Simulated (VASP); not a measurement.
# GaN (P6_3mc) in VASP: relaxation of shape and atoms at fixed volume with r2SCAN

Aim: the relaxation of shape and atoms at fixed volume of GaN with r2SCAN.

All numbers are computed with VASP 6.6.1; they aren't measurements. Logs are shortened: lines on timing, memory, paths and dates and some standing lists are left out, and cuts for length are marked.

## 1. The cell of the first run

Symmetry: P6_3mc, No. 186, hexagonal system. The conventional cell has a = 3.151 Å, b = 3.151 Å, c = 5.131 Å, α = 90.00°, β = 90.00°, γ = 120.00°. Within 2.6 Å of Ga (site symmetry 3m) lie 4 N at 1.93 Å. N (site symmetry 3m) has 4 Ga at 1.93 Å within 2.6 Å.

## 2. Relaxation of shape and atoms at fixed volume, r2SCAN (11.03 Å³/atom)

POSCAR

```
GaN
1.0
    3.1509437188      0.0000000000      0.0000000000
   -1.5754718594      2.7287973063      0.0000000000
    0.0000000000      0.0000000000      5.1312330883
Ga N
2 2
Direct
    0.3333333333      0.6666666667     -0.0008898959
    0.6666666667      0.3333333333      0.4991101041
    0.3333333333      0.6666666667      0.3758898959
    0.6666666667      0.3333333333      0.8758898959
```

INCAR.step1

```
SYSTEM = GaN
PREC = Accurate
ENCUT = 660
ISMEAR = 0
SIGMA = 0.02
LREAL = .FALSE.
LASPH = .TRUE.
NELM = 120
GGA = PE
ALGO = Normal
EDIFF = 1E-5
LWAVE = .TRUE.
LCHARG = .FALSE.
GGA_COMPAT = .FALSE.
IBRION = 2
ISIF = 3
EDIFFG = -0.005
NELMIN = 4
NSW = 100
```

INCAR.step2

```
SYSTEM = GaN
PREC = Accurate
ENCUT = 660
EDIFF = 1E-7
ISMEAR = 0
SIGMA = 0.02
LREAL = .FALSE.
LASPH = .TRUE.
NELM = 120
ALGO = Normal
ISIF = 4
LWAVE = .FALSE.
LCHARG = .FALSE.
METAGGA = R2SCAN
LMIXTAU = .TRUE.
IBRION = 2
NSW = 50
EDIFFG = -0.01
ISTART = 1
GGA_COMPAT = .FALSE.
NELMIN = 4
```

KPOINTS

```
Automatic mesh
0
G
  12 12 6
  0 0 0
```

Potentials or basis: VASP PAW PBE potentials, release 64 (Ga_d, N).

Launch:

```sh
cat potpaw_PBE.64/Ga_d/POTCAR potpaw_PBE.64/N/POTCAR > POTCAR
cp INCAR.step1 INCAR
mpirun -np 1 vasp_std > vasp.out
cp INCAR.step2 INCAR
mpirun -np 1 vasp_std > vasp.out
```

OUTCAR:

```text
SYSTEM = GaN
   PREC = Accurate
   ENCUT = 660
   EDIFF = 1E-7
   ISMEAR = 0
   LREAL = .FALSE.
   LASPH = .TRUE.
   NELM = 120
   ISIF = 4
   METAGGA = R2SCAN
   IBRION = 2
   NSW = 50
   EDIFFG = -0.01
   ISTART = 1
   NELMIN = 4

 ion  position               nearest neighbor table
   1  0.333  0.667  0.999-   4 1.93   4 1.93   4 1.93   3 1.93
   2  0.667  0.333  0.499-   3 1.93   3 1.93   3 1.93   4 1.93
   3  0.333  0.667  0.376-   2 1.93   2 1.93   2 1.93   1 1.93
   4  0.667  0.333  0.876-   1 1.93   1 1.93   1 1.93   2 1.93

  LATTYP: Found a hexagonal cell.
 ALAT       =     3.1509437188
 C/A-ratio  =     1.6284750050

  Lattice vectors:

 A1 = (   3.1509437188,   0.0000000000,   0.0000000000)
 A2 = (  -1.5754718594,   2.7287973063,   0.0000000000)
 A3 = (   0.0000000000,   0.0000000000,   5.1312330883)

Analysis of symmetry for initial positions (statically):
=====================================================================
 Subroutine PRICEL returns:
 Original cell was already a primitive cell.

 Routine SETGRP: Setting up the symmetry group for a
 hexagonal supercell.

 Subroutine GETGRP returns: Found 12 space group operations
 (whereof  6 operations were pure point group operations)
 out of a pool of 24 trial point group operations.

The static configuration has the point symmetry C_3v.
 The point group associated with its full space group is C_6v.

Analysis of symmetry for dynamics (positions and initial velocities):
=====================================================================
 Subroutine PRICEL returns:
 Original cell was already a primitive cell.

 Routine SETGRP: Setting up the symmetry group for a
 hexagonal supercell.

 Subroutine GETGRP returns: Found 12 space group operations
 (whereof  6 operations were pure point group operations)
 out of a pool of 24 trial point group operations.

The dynamic configuration has the point symmetry C_3v.
 The point group associated with its full space group is C_6v.

 Subroutine INISYM returns: Found 12 space group operations
 (whereof  6 operations are pure point group operations),
 and found     1 'primitive' translations

----------------------------------------------------------------------------------------

                                     Primitive cell
[... 94 lines left out ...]
   NELM   =    120;   NELMIN=  4; NELMDL=  0     # of ELM steps
   EDIFF  = 0.1E-06   stopping-criterion for ELM
   LREAL  =      F    real-space projection
   EDIFFG = -.1E-01   stopping-criterion for IOM
   NSW    =     50    number of steps for IOM
   IBRION =      2    ionic relax: 0-MD 1-quasi-New 2-CG
   NFREE  =      1    steps in history (QN), initial steepest desc. (CG)
   ISIF   =      4    stress and relaxation
   ISYM   =      2    0-nonsym 1-usesym 2-fastsym
   POTIM  = 0.5000    time-step for ionic-motion
   TEBEG  =    0.0;   TEEND  =   0.0 temperature during run
   PSTRESS=    0.0 pullay stress
   NELECT =      36.0000    total number of electrons
   NUPDOWN=      -1.0000    fix difference up-down
   EMIN   =  10.00;   EMAX   =-10.00  energy-range for DOS
   EFERMI =   0.00;   METHOD = LEGACY
   ISMEAR =     0;   SIGMA  =   0.02  broadening in eV -4-tet -1-fermi 0-gaus
   EFERMI_NEDOS =   21; number of points for ismear=-14 and -15
   IALGO  =     38    algorithm
   IMIX   =      4    mixing-type and parameters
     AMIX     =   0.40;   BMIX     =  1.00
     AMIX_MAG =   1.60;   BMIX_MAG =  1.00
  volume/ion in A,a.u.               =      11.03        74.43
  Fermi-wavevector in a.u.,A,eV,Ry     =   1.529788  2.890879 31.841032  2.340250
  Thomas-Fermi vector in A             =   2.637360
   LORBIT       =      0    0 simple, 1 ext, 2 COOP (PROOUT), +10 PAW based schemes
   METAGGA = R2SCAN    functional components
   LHFCALC =     F    Hartree Fock is set to
   AEXX    =    0.0000 exact exchange contribution
   IVDW    =     0    specifies the selected vdW correction
   LEPSILON=     F    determine dielectric tensor
   LRPA    =     F    only Hartree local field effects (RPA)
 conjugate gradient relaxation of ions
 non-spin polarized calculation
 Gauss-broadening in eV      SIGMA  =   0.02
  energy-cutoff  :      660.00
  volume of cell :       44.12
 maximum number of plane-waves:      1737
 NGX is ok and might be reduce to    28
   NGX = 13   NGY = 13   NGZ = 21

 number of electron      36.0000003 magnetization

 Free energy of the ion-electron system (eV)
  ---------------------------------------------------
  ext. energy  EPLUGINS =         0.00000000
  ---------------------------------------------------
  free energy    TOTEN  =       -43.78468431 eV

  energy without entropy =      -43.78468431  energy(sigma->0) =      -43.78468431

 E-fermi :   5.5827     XC(G=0): -12.8446

 val. band max:        5.4395299077   @ k =   0.0000   0.0000   0.0000
 cond. band min:       7.9948828584   @ k =   0.0000   0.0000   0.0000
 fundamental gap:      2.5553529508
 Fermi energy:         5.5827122051

 k-point     1 :       0.0000    0.0000    0.0000
  band No.  band energies     occupation
      1     -11.6435      2.00000
      2     -10.5441      2.00000
      3      -8.4164      2.00000
      4      -8.3998      2.00000
      5      -8.3998      2.00000
      6      -8.3248      2.00000
[... 589 lines left out ...]
     21      13.2010      0.00000
     22      14.6112      0.00000

 [... further k-points ...]

------------------------ aborting loop because EDIFF is reached ----------------------------------------

  FORCE on cell =-STRESS in cart. coord.  units (eV):
  Direction    XX          YY          ZZ          XY          YZ          ZX
  --------------------------------------------------------------------------------------
  -------------------------------------------------------------------------------------
  Total        2.0910818      2.0910818      2.0699516      0.0000000      0.0000000      0.0000000
  in kB       75.9360385     75.9360385     75.1687102      0.0000000      0.0000000      0.0000000
  external PRESSURE =      75.6802624 kB  Pullay stress =       0.0000000 kB

 VOLUME and BASIS-vectors are now :
 -----------------------------------------------------------------------------
  energy-cutoff  :      660.00
  volume of cell :       44.12
      direct lattice vectors                 reciprocal lattice vectors
     3.150943719  0.000000000  0.000000000     0.317365237  0.183230905  0.000000000
    -1.575471859  2.728797306  0.000000000     0.000000000  0.366461810  0.000000000
     0.000000000  0.000000000  5.131233088     0.000000000  0.000000000  0.194884930

 POSITION                                       TOTAL-FORCE (eV/Angst)
 -----------------------------------------------------------------------------------
     -0.00000      1.81920      5.12667        -0.000000     -0.000000      0.006836
      1.57547      0.90960      2.56105         0.000000      0.000000      0.006836
     -0.00000      1.81920      1.92878         0.000000      0.000000     -0.006836
      1.57547      0.90960      4.49440         0.000000      0.000000     -0.006836
 -----------------------------------------------------------------------------------
    total drift:                                0.000000      0.000001     -0.001631

  FREE ENERGIE OF THE ION-ELECTRON SYSTEM (eV)
  ---------------------------------------------------
  free  energy   TOTEN  =       -43.7846843147 eV

  energy  without entropy=      -43.7846843147  energy(sigma->0) =      -43.78468431

 reached required accuracy - stopping structural energy minimisation
```

Run time: 21 min. Hardware: 1 thread of Oxide Virtual Turin-like, shared host; peak memory 0.22 GiB.

What came out:

```
Free energy                  : -43.7847 eV
Pressure after relaxing      : 7.6 GPa
Largest force after relaxing : 0.007 eV/Å
Band gap on the k mesh       : 2.56 eV
```

Forces on the atoms (eV/Å):
```
Ga   0.000  0.000  0.007
Ga   0.000  0.000  0.007
N    0.000  0.000 -0.007
N    0.000  0.000 -0.007
```

Final structure:
```
Ga N
1.0
     3.15094    0.00000    0.00000
    -1.57547    2.72880    0.00000
     0.00000    0.00000    5.13123
Ga N
2 2
Direct
  0.33333 0.66667 0.99911
  0.66667 0.33333 0.49911
  0.33333 0.66667 0.37589
  0.66667 0.33333 0.87589
```

Caveat: the relaxation stopped at its first step, so nothing moved; the PAW data sets were made with another functional, which shifts forces and pressure a little.
